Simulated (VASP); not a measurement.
Wanted: the native input for a VASP 6.6.1 run.

* Task: single point
* Functional: PBEsol
* Potentials or basis: VASP PAW PBE potentials, release 64 (B, N)
* Cutoff: 520 eV
* k mesh: 13 × 13 × 13
* Occupations: fermi-dirac, width 0.03 eV
* Spin: no spin polarisation
* Dipole correction: no
* Further INCAR settings: ALGO = Normal; EDIFF = 1e-06; NBANDS = 11

The structure of BN lies in POSCAR:

```
BN
1.0
    0.0542250000      1.8346125000      1.8346125000
    1.8346125000      0.0542250000      1.8346125000
    1.8346125000      1.8346125000      0.0542250000
B N
1 1
Direct
    0.0000000000      0.0000000000      0.0000000000
    0.7500000000      0.7500000000      0.7500000000
```

This cell differs from its parent crystal: equal xy, yz and zx shear strains of +3 %.

These files were run (other wordings do the same):

INCAR

```
SYSTEM = BN
ALGO = Normal
EDIFF = 1E-6
ENCUT = 520
GGA = PS
ISIF = 2
ISMEAR = -1
LASPH = .TRUE.
LCHARG = .FALSE.
LREAL = .FALSE.
LWAVE = .FALSE.
NBANDS = 11
NELM = 100
PREC = Accurate
SIGMA = 0.03
```

KPOINTS

```
k-points
0
G
  13 13 13
  0 0 0
```

Potentials or basis: VASP PAW PBE potentials, release 64 (B, N).

The run is started by

```bash
$ cat potpaw_PBE.64/B/POTCAR potpaw_PBE.64/N/POTCAR > POTCAR
$ mpirun -np 1 vasp_std > vasp.out
```

Results of the run:

The pressure is -1.1 GPa and the largest force is 0.022 eV/Å. The band gap on the k mesh is 4.23 eV, indirect (least direct gap 7.52 eV).

Caveat: the cell differs from its parent crystal (equal xy, yz and zx shear strains of +3 %); the PAW data sets were made with another functional, which shifts forces and pressure a little.

Run time: 40 s on 1 thread of AMD EPYC 7R13 (shared host), peak memory 0.11 GiB.
